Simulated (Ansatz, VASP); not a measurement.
KNaICl: VASP beside Ansatz

INCAR

```
  PREC = Accurate
  ENCUT = 520
  EDIFF = 1E-6
  ISMEAR = 0
  SIGMA = 0.05
  LREAL = F
  LASPH = T
  NELM = 60
  ALGO = Normal
  ISIF = 2
  LWAVE = F
  LCHARG = F
  NBANDS = 23
```

File KPOINTS:

```
regular mesh
0
Gamma
  6 6 4
```

POSCAR

```
KNaICl
1.0
    4.6231600000      0.0000000000      0.0000000000
    0.0000000000      4.3976400000      0.0000000000
    0.0000000000      0.0000000000      6.8190640000
K Na I Cl
1 1 1 1
Direct
    0.5000000000      0.5000000000      0.5000000000
    0.0000000000      0.0000000000      0.0000000000
    0.5000000000      0.5000000000      0.0000000000
    0.0000000000      0.0000000000      0.5000000000
```

Input for Ansatz:

```yaml
crystal:
  lattice:
    - [4.62316, 0.0, 0.0]
    - [0.0, 4.39764, 0.0]
    - [0.0, 0.0, 6.819064]
  atoms:
    - { symbol: K, position: [0.5, 0.5, 0.5] }
    - { symbol: Na, position: [0.0, 0.0, 0.0] }
    - { symbol: I, position: [0.5, 0.5, 0.0] }
    - { symbol: Cl, position: [0.0, 0.0, 0.5] }
basis:
  ecutwfc: 420
kpoints:
  mp_grid: { grid: [6, 6, 4] }
hamiltonian:
  xc: lda
scf:
  occupations: { method: gaussian, width: 0.05 }
output:
  forces: true
  stress: true
  eigenvalues: true
```

Change from the starting cell: strain +0.0250 x Voigt [1, -1, 0, 0, 0, 0], atoms carried along.

Alike in both runs: task single point; functional LDA; k mesh 6 × 6 × 4; occupations gaussian, width 0.05 eV; no spin polarisation.

|  | VASP | Ansatz |
| --- | --- | --- |
| version | VASP 6.6.1 | Ansatz 0.2.0 |
| potentials or method | VASP PAW LDA potentials, release 64 (K_sv, Na_pv, I, Cl), cutoff 520 eV | scalar-relativistic, plane waves, PAW |
| valence electrons in the cell | 30 | 42 |

```tsv
	VASP	Ansatz	Ansatz less VASP
gap on the k mesh at the Fermi level (eV)	3.55	3.54	-0.007
least direct gap on the mesh (eV)	3.58	3.57	-0.007
pressure (GPa)	-2.0	-2.0	-0.02
traceless stress, the component that is largest in VASP (GPa)	-0.53	-0.53	-0.003
```

LDA's correlation is that of Perdew and Zunger in VASP and of Perdew and Wang (1992) in Ansatz. VASP's potentials hold 30 valence electrons a cell and Ansatz's 42, so a difference there can come from the potentials and not from the codes.

Spin-orbit coupling is off throughout.
